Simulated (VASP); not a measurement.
# H14CO7 in VASP: a series of runs

H14CO7 is run at these levels: PBE+D3(BJ); tasks: single point.

Program: VASP 6.6.1. These are calculated values, not measurements. Logs are shortened: lines on timing, memory, paths and dates and some standing lists are left out, and cuts for length are marked.

### 1 The cell of the first run

The cell holds a disordered packing, 22 atoms: a = 5.777 Å, b = 5.777 Å, c = 5.777 Å, α = 90.00°, β = 90.00°, γ = 90.00°.

### 2 Single point, PBE+D3(BJ)

INCAR reads:

```
SYSTEM = H14CO7
PREC = Accurate
ENCUT = 520
EDIFF = 1E-6
ISMEAR = -1
SIGMA = 0.05
LREAL = Auto
LASPH = .TRUE.
NELM = 60
ALGO = Normal
ISIF = 2
LWAVE = .FALSE.
LCHARG = .FALSE.
GGA = PE
IVDW = 12
NBANDS = 47
```

KPOINTS reads:

```
regular mesh
0
G
  1 1 1
  0 0 0
```

POSCAR reads:

```
H14CO7
1.0
    5.7770000000      0.0000000000      0.0000000000
    0.0000000000      5.7770000000      0.0000000000
    0.0000000000      0.0000000000      5.7770000000
O H C
7 14 1
Direct
    0.1192833651      0.8288731175      0.6374935087
    0.2865328025      0.7750562576      0.0578674052
    1.0677860481      0.4159252207      0.3532283192
    0.8794530033      0.3131729271      0.9481564826
    0.4222433789      0.2724943742      0.7406439328
    0.6560325428      0.6868963130      0.7572961745
    0.7089665917      0.0499567249      0.3728578847
    0.2287346374      0.9605331487      0.6020425827
    0.1793664532      0.7998615198      0.8015579020
    0.4484853730      0.7835554786     -0.0040851653
    0.2921239398      0.6330275229      0.1475852519
    1.0710230223      0.5673013675      0.4414055738
    0.9891119958      0.3077029600      0.4590791068
    0.9131556171      0.3874502337      1.0984767180
    0.9989960187      0.1853037909      0.9333391033
    0.5543015406      0.2834689285      0.8489873637
    0.3890427558      0.4196295655      0.6777739311
    0.6854076510      0.8221048987      0.6704691016
    0.7907391380      0.5984074779      0.8073221395
    0.3756621084      0.1542323005      0.3308637701
    0.6015059720      0.4016271421      0.3700017310
    0.5575904449      0.2066643587      0.3701921412
```

Potentials or basis: VASP PAW PBE potentials, release 64 (O, H, C).

On the command line:

```bash
> cat potpaw_PBE.64/O/POTCAR potpaw_PBE.64/H/POTCAR potpaw_PBE.64/C/POTCAR > POTCAR
> mpirun -np 1 vasp_gam > vasp.out
```

OUTCAR:

```text
SYSTEM = H14CO7
   PREC = Accurate
   ENCUT = 520
   EDIFF = 1E-6
   ISMEAR = -1
   LREAL = Auto
   LASPH = .TRUE.
   NELM = 60
   ISIF = 2
   GGA = PE
   IVDW = 12
 IVDW          = 12

 ion  position               nearest neighbor table
   1  0.119  0.829  0.637-   8 1.01   9 1.02
   2  0.287  0.775  0.058-  11 0.97  10 1.00
   3  0.068  0.416  0.353-  13 0.99  12 1.01
   4  0.879  0.313  0.948-  14 0.99  15 1.01
   5  0.422  0.272  0.741-  17 0.94  16 0.99
   6  0.656  0.687  0.757-  18 0.94  19 0.97
   7  0.709  0.050  0.373-  22 1.26
   8  0.229  0.961  0.602-   1 1.01
   9  0.179  0.800  0.802-   1 1.02
  10  0.448  0.784  0.996-   2 1.00
  11  0.292  0.633  0.148-   2 0.97
  12  0.071  0.567  0.441-   3 1.01
  13  0.989  0.308  0.459-   3 0.99
  14  0.913  0.387  0.098-   4 0.99
  15  0.999  0.185  0.933-   4 1.01
  16  0.554  0.283  0.849-   5 0.99
  17  0.389  0.420  0.678-   5 0.94
  18  0.685  0.822  0.670-   6 0.94
  19  0.791  0.598  0.807-   6 0.97
  20  0.376  0.154  0.331-  22 1.12
  21  0.602  0.402  0.370-  22 1.15
  22  0.558  0.207  0.370-  20 1.12  21 1.15   7 1.26

  LATTYP: Found a simple cubic cell.
 ALAT       =     5.7770000000

  Lattice vectors:

 A1 = (   5.7770000000,   0.0000000000,   0.0000000000)
 A2 = (   0.0000000000,   5.7770000000,   0.0000000000)
 A3 = (   0.0000000000,   0.0000000000,   5.7770000000)

Analysis of symmetry for initial positions (statically):
=====================================================================
 Subroutine PRICEL returns:
 Original cell was already a primitive cell.

 Routine SETGRP: Setting up the symmetry group for a
 simple cubic supercell.

 Subroutine GETGRP returns: Found  1 space group operations
 (whereof  1 operations were pure point group operations)
 out of a pool of 48 trial point group operations.

The static configuration has the point symmetry C_1 .

Analysis of symmetry for dynamics (positions and initial velocities):
=====================================================================
 Subroutine PRICEL returns:
 Original cell was already a primitive cell.

 Routine SETGRP: Setting up the symmetry group for a
 simple cubic supercell.

 Subroutine GETGRP returns: Found  1 space group operations
 (whereof  1 operations were pure point group operations)
 out of a pool of 48 trial point group operations.

The dynamic configuration has the point symmetry C_1 .

 Subroutine INISYM returns: Found  1 space group operations
 (whereof  1 operations are pure point group operations),
 and found     1 'primitive' translations

----------------------------------------------------------------------------------------

                                     Primitive cell

  volume of cell :     192.8000

  direct lattice vectors                    reciprocal lattice vectors
     5.777000000  0.000000000  0.000000000     0.173100225  0.000000000  0.000000000
     0.000000000  5.777000000  0.000000000     0.000000000  0.173100225  0.000000000
     0.000000000  0.000000000  5.777000000     0.000000000  0.000000000  0.173100225

  length of vectors
     5.777000000  5.777000000  5.777000000     0.173100225  0.173100225  0.173100225

  position of ions in fractional coordinates (direct lattice)
     0.119283365  0.828873118  0.637493509
     0.286532802  0.775056258  0.057867405
     0.067786048  0.415925221  0.353228319
     0.879453003  0.313172927  0.948156483
     0.422243379  0.272494374  0.740643933
     0.656032543  0.686896313  0.757296174
[... 14 lines left out ...]
     0.601505972  0.401627142  0.370001731
     0.557590445  0.206664359  0.370192141

  ion indices of the primitive-cell ions
   primitive index   ion index
                 1           1
                 2           2
                 3           3
                 4           4
                 5           5
                 6           6
[... 14 lines left out ...]
                21          21
                22          22

----------------------------------------------------------------------------------------

 KPOINTS: regular mesh

Automatic generation of k-mesh.
 Grid dimensions read from file:
 generate k-points for:    1    1    1

 Generating k-lattice:

  Cartesian coordinates                     Fractional coordinates (reciprocal lattice)
     0.173100225  0.000000000  0.000000000     1.000000000  0.000000000  0.000000000
     0.000000000  0.173100225  0.000000000     0.000000000  1.000000000  0.000000000
     0.000000000  0.000000000  0.173100225     0.000000000  0.000000000  1.000000000

  Length of vectors
     0.173100225  0.173100225  0.173100225

  Shift w.r.t. Gamma in fractional coordinates (k-lattice)
     0.000000000  0.000000000  0.000000000

 Subroutine IBZKPT returns following result:
 ===========================================

 Found      1 irreducible k-points:

 Following reciprocal coordinates:
            Coordinates               Weight
  0.000000  0.000000  0.000000      1.000000
   k-points           NKPTS =      1   k-points in BZ     NKDIM =      1   number of bands    NBANDS=     47
   number of dos      NEDOS =    301   number of ions     NIONS =     22
   total plane-waves  NPLWV = 110592
   dimension x,y,z NGX =    48 NGY =   48 NGZ =   48
   dimension x,y,z NGXF=    96 NGYF=   96 NGZF=   96
   ions per type =               7  14   1
   NGX,Y,Z   is equivalent  to a cutoff of  13.81, 13.81, 13.81 a.u.
   NGXF,Y,Z  is equivalent  to a cutoff of  27.63, 27.63, 27.63 a.u.
 SYSTEM =  H14CO7
   PREC   = accura    normal or accurate (medium, high low for compatibility)
   ISTART =      0    job   : 0-new  1-cont  2-samecut
   ICHARG =      2    charge: 1-file 2-atom 10-const
   ISPIN  =      1    spin polarized calculation?
   LNONCOLLINEAR =      F non collinear calculations
   LSORBIT =      F    spin-orbit coupling
   LASPH  =      T    aspherical Exc in radial PAW
   ENCUT  =  520.0 eV  38.22 Ry    6.18 a.u.  10.74 10.74 10.74*2*pi/ulx,y,z
   NELM   =     60;   NELMIN=  2; NELMDL= -5     # of ELM steps
   EDIFF  = 0.1E-05   stopping-criterion for ELM
   LREAL  =      T    real-space projection
   EDIFFG = 0.1E-04   stopping-criterion for IOM
   NSW    =      0    number of steps for IOM
   IBRION =     -1    ionic relax: 0-MD 1-quasi-New 2-CG
   NFREE  =      0    steps in history (QN), initial steepest desc. (CG)
   ISIF   =      2    stress and relaxation
   ISYM   =      2    0-nonsym 1-usesym 2-fastsym
   POTIM  = 0.5000    time-step for ionic-motion
   TEBEG  =    0.0;   TEEND  =   0.0 temperature during run
   PSTRESS=    0.0 pullay stress
   NELECT =      60.0000    total number of electrons
   NUPDOWN=      -1.0000    fix difference up-down
   EMIN   =  10.00;   EMAX   =-10.00  energy-range for DOS
   EFERMI =   0.00;   METHOD = LEGACY
   ISMEAR =    -1;   SIGMA  =   0.05  broadening in eV -4-tet -1-fermi 0-gaus
   EFERMI_NEDOS =   21; number of points for ismear=-14 and -15
   IALGO  =     38    algorithm
   IMIX   =      4    mixing-type and parameters
     AMIX     =   0.40;   BMIX     =  1.00
     AMIX_MAG =   1.60;   BMIX_MAG =  1.00
  volume/ion in A,a.u.               =       8.76        59.14
  Fermi-wavevector in a.u.,A,eV,Ry     =   1.109404  2.096469 16.745727  1.230776
  Thomas-Fermi vector in A             =   2.245943
   LORBIT       =      0    0 simple, 1 ext, 2 COOP (PROOUT), +10 PAW based schemes
   GGA     = PE    functional components
   LHFCALC =     F    Hartree Fock is set to
   AEXX    =    0.0000 exact exchange contribution
   IVDW    =    12    specifies the selected vdW correction
   LEPSILON=     F    determine dielectric tensor
   LRPA    =     F    only Hartree local field effects (RPA)
 non-spin polarized calculation
  energy-cutoff  :      520.00
  volume of cell :      192.80
 maximum number of plane-waves:      2593
 NGX is ok and might be reduce to    42
   NGX = 21   NGY = 21   NGZ = 21

 number of electron      60.0000001 magnetization

 Free energy of the ion-electron system (eV)
  ---------------------------------------------------
  ext. energy  EPLUGINS =         0.00000000
  ---------------------------------------------------
  free energy    TOTEN  =      -109.19629031 eV

  energy without entropy =     -109.19629031  energy(sigma->0) =     -109.19629031

 E-fermi :  -0.9879     XC(G=0):  -7.6219

 val. band max:       -2.1890119924   @ k =   0.0000   0.0000   0.0000
 cond. band min:       1.8273160430   @ k =   0.0000   0.0000   0.0000
 fundamental gap:      4.0163280354
 Fermi energy:        -0.9878922724

 k-point     1 :       0.0000    0.0000    0.0000
  band No.  band energies     occupation
      1     -22.1275      2.00000
      2     -21.7516      2.00000
      3     -21.6626      2.00000
      4     -21.4976      2.00000
      5     -21.2433      2.00000
      6     -20.9668      2.00000
[... 34 lines left out ...]
     41       7.8589      0.00000
     42       8.2577      0.00000
 [bands above 42 left out]

------------------------ aborting loop because EDIFF is reached ----------------------------------------

 Edisp (eV)   -0.95836

 E8    (eV) :    -0.2040

  FORCE on cell =-STRESS in cart. coord.  units (eV):
  Direction    XX          YY          ZZ          XY          YZ          ZX
  --------------------------------------------------------------------------------------
  -------------------------------------------------------------------------------------
  Total      -1.69738    -4.49667     0.19729     1.11315    -2.22130    -0.80806
  in kB     -14.10534   -37.36755     1.63952     9.25032   -18.45911    -6.71506
  external pressure =      -16.61 kB  Pullay stress =        0.00 kB

 VOLUME and BASIS-vectors are now :
 -----------------------------------------------------------------------------
  energy-cutoff  :      520.00
  volume of cell :      192.80
      direct lattice vectors                 reciprocal lattice vectors
     5.777000000  0.000000000  0.000000000     0.173100225  0.000000000  0.000000000
     0.000000000  5.777000000  0.000000000     0.000000000  0.173100225  0.000000000
     0.000000000  0.000000000  5.777000000     0.000000000  0.000000000  0.173100225

 POSITION                                       TOTAL-FORCE (eV/Angst)
 -----------------------------------------------------------------------------------
      0.68910      4.78840      3.68280         1.470808      1.275055      0.482593
      1.65530      4.47750      0.33430         1.126026      0.193538     -0.021156
      0.39160      2.40280      2.04060        -0.059880      1.244608      1.031916
      5.08060      1.80920      5.47750         0.663217     -0.994425     -0.548049
      2.43930      1.57420      4.27870        -0.209508     -2.124656      0.716848
      3.78990      3.96820      4.37490        -1.420407     -1.226065      1.298633
[... 14 lines left out ...]
      3.47490      2.32020      2.13750        -0.107945     -0.899905      0.036429
      3.22120      1.19390      2.13860         0.920091     -1.546881     -0.572295
 -----------------------------------------------------------------------------------
    total drift:                                0.003492      0.006347     -0.003190

  FREE ENERGIE OF THE ION-ELECTRON SYSTEM (eV)
  ---------------------------------------------------
  free  energy   TOTEN  =      -110.1546461039 eV

  energy  without entropy=     -110.1546461038  energy(sigma->0) =     -110.15464610
```

It took 26 s on 1 thread of Intel Xeon Platinum 8259CL at 2.50GHz (Skylake/Cascade Lake), shared host; peak memory 0.31 GiB.

Results:

```
Free energy                : -110.1546 eV
Pressure                   : -1.7 GPa
Largest force              : 2.282 eV/Å
Dispersion energy per atom : -0.044 eV
```

Forces in eV/Å, atoms in the order of the input:
```
O    1.471  1.275  0.483
O    1.126  0.194 -0.021
O   -0.060  1.245  1.032
O    0.663 -0.994 -0.548
O   -0.210 -2.125  0.717
O   -1.420 -1.226  1.299
O   -0.929  1.754  0.343
H   -1.050 -1.022 -0.181
H   -0.712 -0.384 -0.560
H   -0.451 -0.113  0.034
H   -0.334 -0.186  0.052
H   -0.039 -0.491 -0.283
H    0.127 -0.031 -0.389
H    0.376 -0.356  0.111
H   -1.215  1.285  0.190
H    0.085  0.249 -0.461
H   -0.008  1.664 -0.058
H    1.133  1.081 -0.988
H    0.347  0.298 -0.327
H    0.288  0.329  0.092
H   -0.108 -0.900  0.036
C    0.920 -1.547 -0.572
```

Stress tensor (GPa, compression positive):
```
-1.41  0.93 -0.67
 0.93 -3.74 -1.85
-0.67 -1.85  0.16
```

Caveat: the k points lie up to 1.09 Å⁻¹ apart; the atoms stand as in a frame of molecular dynamics.

### 3 Single point, PBE+D3(BJ)

INCAR reads:

```
PREC     = Accurate       # precision mode
ENCUT    = 520            # plane-wave cutoff, eV
EDIFF    = 1E-6           # SCF threshold, eV
ISMEAR   = -1             # smearing method
SIGMA    = 0.05           # smearing width, eV
LREAL    = Auto         
LASPH    = True           # aspherical terms in the spheres
NELM     = 60             # most SCF steps
ALGO     = Normal         # electronic algorithm
ISIF     = 2              # what is computed and relaxed
LWAVE    = False          # write WAVECAR
LCHARG   = False          # write CHGCAR
GGA      = PE             # functional
IVDW     = 12             # dispersion correction
NBANDS   = 47             # bands
```

KPOINTS reads:

```
Automatic mesh
0
Gamma
  1 1 1
```

POSCAR reads:

```
H14CO7
1.0
    5.7770000000      0.0000000000      0.0000000000
    0.0000000000      5.7770000000      0.0000000000
    0.0000000000      0.0000000000      5.7770000000
O H C
7 14 1
Direct
    0.1016963822      0.8807166349      0.6923662801
    0.3628180717      0.7274710057      0.0865501125
    1.0734464255      0.5121516358      0.3948935434
    0.8713346027      0.3097109226      0.9452830189
    0.3714384629      0.2317812013      0.7606023888
    0.6381685996      0.6577808551      0.6778951013
    0.7151981998      0.0699671110      0.3841267094
    0.1986151982      0.9642374935      0.5921239398
    0.2088281115      0.8016790722      0.7900986671
    0.4802838844      0.6334083434      0.0189371646
    0.2548900814      0.6453695690      0.1934395015
    1.0782413017      0.6354682361      0.5223645491
    1.1248398823      0.3721481738      0.4711268825
    0.9614332699      0.3706248918      1.0764756794
    0.9498355548      0.1942703826      0.8523801281
    0.4600311580      0.1153539900      0.8548381513
    0.4831054180      0.3536264497      0.7502856154
    0.6282845768      0.7861346720      0.5648952744
    0.7928855808      0.6034446945      0.7005193007
    0.4071490393      0.0978708672      0.2179331833
    0.5812878657      0.3598753678      0.2693612602
    0.5580924355      0.1749004674      0.2974208066
```

Potentials or basis: VASP PAW PBE potentials, release 64 (O, H, C).

On the command line:

```bash
> cat potpaw_PBE.64/O/POTCAR potpaw_PBE.64/H/POTCAR potpaw_PBE.64/C/POTCAR > POTCAR
> mpirun -np 1 vasp_gam > vasp.out
```

It took 24 s on 1 thread of Intel Xeon Platinum 8259CL at 2.50GHz (Skylake/Cascade Lake), shared host; peak memory 0.32 GiB.

The run converged. Its results:

```yaml
Free_energy: -110.0141 eV
Pressure: 2.2 GPa
Largest_force: 2.249 eV/Å
Dispersion_energy_per_atom: -0.044 eV
```

Forces on the atoms (eV/Å):
```
O   -2.015 -0.963 -0.158
O   -1.248  1.122  0.213
O    0.009  0.714  0.422
O   -0.732  0.833  0.118
O    0.324 -1.502  0.885
O   -1.737  0.239 -0.055
O    0.986 -1.744  1.020
H    0.984  1.276 -1.114
H    0.927 -0.586  1.692
H    0.547 -0.722 -0.249
H    0.607 -0.351 -0.305
H   -0.095 -0.393 -0.894
H    0.135 -0.255  0.171
H    0.068 -0.579 -0.561
H    0.675 -0.218  0.392
H   -0.816  0.604 -0.773
H    0.765  1.268 -0.422
H    0.822 -0.502  0.190
H    0.653  0.045 -0.052
H   -0.995 -0.761  0.029
H   -0.165  0.813  0.176
C    0.302  1.662 -0.725
```

Stress tensor (GPa, compression positive):
```
 4.53  0.35 -0.38
 0.35  2.57 -1.10
-0.38 -1.10 -0.43
```

Levels at points of the mesh, in eV from the Fermi level:
```tsv
k point	band 27	band 28	band 29	band 30	band 31	band 32	band 33	band 34
(0.00, 0.00, 0.00)	-2.39	-2.13	-2.04	-1.25	2.49	3.18	6.61	6.85
```

Caveat: the k points lie up to 1.09 Å⁻¹ apart; the atoms stand as in a frame of molecular dynamics.

(Continued in part 2 of 2.)
